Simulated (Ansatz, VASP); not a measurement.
**Two plane-wave programs on Ti2Cl**

File INCAR:

```
SYSTEM = Ti2Cl
ALGO     = Normal         ! electronic algorithm
EDIFF    = 1E-7           ! SCF threshold, eV
EDIFFG   = -0.04          ! ionic threshold
ENCUT    = 600            ! plane-wave cutoff, eV
GGA      = PE             ! functional
IBRION   = 2              ! ionic algorithm
ISIF     = 3              ! what is computed and relaxed
ISMEAR   = 0              ! smearing method
ISPIN    = 2              ! spin polarisation
LASPH    = .True.         ! aspherical terms in the spheres
LCHARG   = .False.        ! write CHGCAR
LMAXMIX  = 4              ! l up to which the mixer works
LORBIT   = 11             ! projections on sites
LREAL    = .False.        ! projectors in reciprocal space
LWAVE    = .False.        ! write WAVECAR
MAGMOM   = 1 1 0          ! initial moments
NELM     = 150            ! most SCF steps
NSW      = 90             ! ionic steps
PREC     = Accurate       ! precision mode
SIGMA    = 0.1            ! smearing width, eV
```

File KPOINTS:

```
k-points
0
Gamma
  6 6 4
  0 0 0
```

POSCAR

```
Ti2Cl
1.0
    2.9632872900      0.0000000000      0.0000000000
    0.0000000000      2.9632872900      0.0000000000
    0.0000000000      0.0000000000      6.1140055200
Ti Cl
2 1
Direct
    0.5000000000      0.5000000000      0.2949999900
    0.5000000000      0.5000000000      0.7050000100
    0.0000000000      0.0000000000      0.0000000000
```

Input for Ansatz:

```yaml
crystal:
  lattice:
    - [2.96328729, 0.0, 0.0]
    - [0.0, 2.96328729, 0.0]
    - [0.0, 0.0, 6.11400552]
  atoms:
    - { symbol: Ti, position: [0.5, 0.5, 0.29499999], spin: 1.0 }
    - { symbol: Ti, position: [0.5, 0.5, 0.70500001], spin: 1.0 }
    - { symbol: Cl, position: [0.0, 0.0, 0.0] }
basis:
  ecutwfc: 420
kpoints:
  mp_grid: { grid: [6, 6, 4] }
hamiltonian:
  xc: pbe
scf:
  occupations: { method: gaussian, width: 0.1 }
  lower_state_search: "off"
output:
  forces: true
  stress: true
  eigenvalues: true
  populations: true
magnetization:
  spin_polarized: true
relax:
  adjacent_minimum: "off"
  f_tol: 0.04
  max_steps: 70
  cell: { stress_tol: 0.4 }
```

Change from the starting cell: species swapped into the Ga2Cu type (P4/mmm, No. 123).

Alike in both runs: task relaxation of cell and atoms; functional PBE; k mesh 6 × 6 × 4; occupations gaussian, width 0.1 eV; collinear spin.

|  | VASP | Ansatz |
| --- | --- | --- |
| version | VASP 6.6.1 | Ansatz 0.2.0 |
| potentials or method | VASP PAW PBE potentials, release 64 (Ti_sv, Cl), cutoff 600 eV | scalar-relativistic, plane waves, PAW |
| valence electrons in the cell | 31 | 31 |

|  | VASP | Ansatz | Ansatz less VASP |
| --- | --- | --- | --- |
| gap on the k mesh at the Fermi level, each at its own relaxed structure (eV) | none | none | - |
| net moment per atom (μB) | 0.00 | 0.00 | 0.000 |
| relaxed volume (Å³/atom) | 16.68 | 16.67 | -0.008 |
| relaxed length of the cell vector where the two differ most in proportion (Å) | 5.623 | 5.609 | -0.0141 |

A gap of «none» marks a metal or a gap that the smearing closes. Ansatz's warnings: seeded moment not kept.
